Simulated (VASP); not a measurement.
Write the native input for VASP 6.6.1 that does the following.

| Quantity | Value |
| --- | --- |
| Task | single point |
| Functional | PBE |
| Potentials or basis | VASP PAW PBE potentials, release 64 (Al, Ga_d, P) |
| Cutoff | 520 eV |
| k mesh | 6 × 6 × 6 |
| Occupations | gaussian, width 0.1 eV |
| Spin | no spin polarisation |
| Dipole correction | no |
| Further INCAR settings | ALGO = Normal; EDIFF = 1e-06; NBANDS = 31 |

The structure of AlGa2P3 lies in POSCAR:

```
AlGa2P3
1.0
   -1.9484181258      1.9484181258      8.2441097391
    1.9484181258     -1.9484181258      8.2441097391
    1.9484181258      1.9484181258     -8.2441097391
Al Ga P
1 2 3
Direct
    0.5000000000      0.5000000000      0.0000000000
    0.8333175153      0.8333175153      0.0000000000
    0.1666824847      0.1666824847      0.0000000000
    0.4170313967      0.9170313967      0.5000000000
    0.0829686033      0.5829686033      0.5000000000
    0.7500000000      0.2500000000      0.5000000000
```

One way to write it, as run:

INCAR

```
SYSTEM = AlGa2P3
  PREC = Accurate
  ENCUT = 520
  EDIFF = 1E-6
  ISMEAR = 0
  SIGMA = 0.1
  LREAL = .False.
  LASPH = .True.
  NELM = 80
  ALGO = Normal
  ISIF = 2
  LWAVE = .False.
  LCHARG = .True.
  GGA = PE
  LELF = .True.
  LVHAR = .True.
  NBANDS = 31
```

KPOINTS

```
Automatic mesh
0
Gamma
  6 6 6
  0 0 0
```

Potentials or basis: VASP PAW PBE potentials, release 64 (Al, Ga_d, P).

Launch:

```sh
$ cat potpaw_PBE.64/Al/POTCAR potpaw_PBE.64/Ga_d/POTCAR potpaw_PBE.64/P/POTCAR > POTCAR
$ mpirun -np 1 vasp_std > vasp.out
```

Results of the run:

The pressure is 0.0 GPa and the largest force is 0.008 eV/Å. The band gap on the k mesh is 1.67 eV, indirect (least direct gap 1.78 eV).

Wall time 5.6 min on 1 thread of Intel(R) Xeon(R) Platinum 8488C (Sapphire Rapids), on a shared host, peak memory 0.73 GiB.
